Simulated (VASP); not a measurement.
## Y: single point with revPBE

Crystal: Y.

```
CELL_PARAMETERS angstrom
0.00000 2.49012 2.49012
2.49012 0.00000 2.49012
2.49012 2.49012 0.00000
ATOMIC_POSITIONS crystal
Y 0.00000 0.00000 0.00000
```

This cell differs from its parent crystal: volume scaled by 0.92.

```
Program                : VASP 6.6.1
Task                   : single point
Functional             : revPBE
Potentials or basis    : VASP PAW PBE potentials, release 64 (Y_sv)
Cutoff                 : 520 eV
k mesh                 : 12 × 12 × 12
Occupations            : fermi-dirac, width 0.1 eV
Spin                   : no spin polarisation
Dipole correction      : no
Further INCAR settings : ALGO = Normal; EDIFF = 1e-06; NBANDS = 12
```

```
Pressure : 3.3 GPa
```

Levels at points of the mesh, in eV from the Fermi level:
| k point | band 2 | band 3 | band 4 | band 5 | band 6 | band 7 | band 8 | band 9 |
| --- | --- | --- | --- | --- | --- | --- | --- | --- |
| (0.00, 0.00, 0.00) | -22.24 | -22.24 | -22.24 | -4.83 | 1.86 | 1.86 | 1.86 | 4.00 |
| (0.50, 0.00, 0.00) | -22.91 | -22.33 | -22.33 | -2.03 | 0.75 | 1.67 | 1.67 | 5.54 |
| (0.50, 0.50, 0.00) | -22.86 | -22.48 | -22.48 | -1.86 | -0.96 | 2.30 | 5.56 | 5.98 |

Run time: 14 s on 1 thread of Intel(R) Xeon(R) 6975P-C (Granite Rapids), on a shared host, peak memory 0.18 GiB.

Caveat: the PAW data sets were made with another functional, which shifts forces and pressure a little.
